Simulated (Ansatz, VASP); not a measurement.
One calculation of C, two programs

```
C
1.0
     0.00000    1.78337    1.78337
     1.78337    0.00000    1.78337
     1.78337    1.78337    0.00000
C
2
Direct
  0.00000 0.00000 0.00000
  0.25000 0.25000 0.25000
```

Alike in both runs: task relaxation of cell and atoms; functional PBEsol; k mesh 10 × 10 × 10; no spin polarisation.

```csv
,VASP,Ansatz
version,VASP 6.6.1,Ansatz 0.2.0
potentials or method,"VASP PAW PBE potentials, release 64 (C)","plane waves, PAW"
plane-wave cutoff (eV),600,420
occupations,"gaussian, width 0.01 eV",fixed
valence electrons in the cell,8,8
```

Ansatz gave:

- relaxed volume (Å³/atom): 5.61
- relaxed cell length with the largest relative difference (Å): 2.513

What did VASP give for the same quantities?

Relaxed volume (Å³/atom): 5.62; relaxed cell length with the largest relative difference (Å): 2.514.

VASP's potentials were made for PBE, not for PBEsol. Ansatz's warnings: stress scf threshold loose.
